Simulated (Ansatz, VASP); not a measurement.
**One calculation of MgO, two programs**

```
Mg O
1.0
     2.89768    0.00000    0.00000
    -1.44884    2.50947    0.00000
     0.00000    0.00000    5.05143
Mg O
2 2
Direct
  0.00000 0.00000 0.00000
  0.00000 0.00000 0.50000
  0.33333 0.66667 0.25000
  0.66667 0.33333 0.75000
```

Alike in both runs: task single point; functional PBE; k mesh 9 × 9 × 4; no spin polarisation.

|  | VASP | Ansatz |
| --- | --- | --- |
| version | VASP 6.6.1 | Ansatz 0.2.0 |
| potentials or method | VASP PAW PBE potentials, release 64 (Mg_sv, O) | plane waves, PAW |
| plane-wave cutoff (eV) | 840 | 420 |
| occupations | gaussian, width 0.01 eV | fixed |
| valence electrons in the cell | 32 | 32 |

|  | VASP | Ansatz | Ansatz less VASP |
| --- | --- | --- | --- |
| gap on the k mesh at the Fermi level (eV) | 4.71 | 4.71 | +0.004 |
| pressure (GPa) | 10.3 | 10.1 | -0.13 |
| traceless stress, the component that is largest in VASP (GPa) | 0.70 | 0.65 | -0.045 |
